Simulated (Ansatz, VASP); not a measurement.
**Ru in VASP and in Ansatz**

```xyz
2
Lattice="2.7058 0.0000 0.0000 -1.3529 2.3433 0.0000 0.0000 0.0000 4.2819" Properties=species:S:1:pos:R:3 pbc="T T T"
Ru   -0.4500    1.3372    1.0705
Ru    1.3529    0.7811    3.2114
```

Alike in both runs: task single point; functional PBE; k mesh 24 × 24 × 12; occupations gaussian, width 0.15 eV; no spin polarisation.

|  | VASP | Ansatz |
| --- | --- | --- |
| version | VASP 6.6.1 | Ansatz 0.2.0 |
| potentials or method | VASP PAW PBE potentials, release 64 (Ru_pv), cutoff 520 eV | scalar-relativistic, plane waves, PAW |
| valence electrons in the cell | 28 | 32 |

Ansatz gave:

```
gap on the k mesh at the Fermi level (eV)                     : none
pressure (GPa)                                                : 16.8
traceless stress, the component that is largest in VASP (GPa) : 12.17
rms of the force components (eV/Å)                            : 1.510
```

Question: Estimate VASP's values.

Answer: gap on the k mesh at the Fermi level (eV): none; pressure (GPa): 16.9; traceless stress, the component that is largest in VASP (GPa): 12.49; rms of the force components (eV/Å): 1.521.

Atom by atom the forces differ by 0.012 eV/Å (rms over components). A gap of «none» marks a metal or a gap that the smearing closes. VASP's potentials hold 28 valence electrons a cell and Ansatz's 32, so a difference there can come from the potentials and not from the codes.
